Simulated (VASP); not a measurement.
The system is Bi.

```
Bi
1.0
    -1.98143    1.98143    1.98143
     1.98143   -1.98143    1.98143
     1.98143    1.98143   -1.98143
Bi
1
Direct
  0.00000 0.00000 0.00000
```

Base run:

```yaml
Program: VASP 6.6.1
Functional: PBE
Potentials_or_basis: VASP PAW PBE potentials, release 64 (Bi_d)
Cutoff: 520 eV
k_mesh: 9 × 9 × 9
Occupations: gaussian, width 0.027 eV
Spin: no spin polarisation
```

Its results: pressure 0.8 GPa.

**Question.** The run is repeated on the same cell with these changes: functional from PBE to r2SCAN; occupations from gaussian, width 0.027 eV to fermi-dirac, width 0.05 eV. What comes out?

**Answer.** Pressure 0.0 GPa.

Caveats: the PAW data sets were made with another functional, which shifts forces and pressure a little (some runs).
